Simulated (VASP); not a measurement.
Runs of VASP 6.6.1 on Sc3Ge. The structure is that of space group Pm-3m (No. 221), or close to it. The cells are those of the table. 

```tsv
task	cell	k mesh	cutoff (eV)	gap on the mesh (eV)	pressure (GPa)
single point	a = 4.350 Å, 4 atoms	10 × 10 × 10	520	none	0.1
single point	a = 4.197 Å, 4 atoms	4 × 4 × 4	520	none	9.3
single point	a = 4.361 Å, 4 atoms	4 × 4 × 4	520	none	(a)
relaxation of cell and atoms	relaxed from a = 4.197 Å, 4 atoms	4 × 4 × 4	600	none	0.0
```

Alike in all rows: level PBE; potentials or basis VASP PAW PBE potentials, release 64 (Sc_sv, Ge_d); no spin polarisation; smearing gaussian 0.1 eV.

**Question.** Fill in the values left out.

**Answer.** (a) -0.2.

Caveats: some runs use coarse meshes.

A k mesh can miss the band edges, and the runs leave out spin-orbit coupling on Ge.

A gap of «none» marks levels without a gap at the run's occupations.
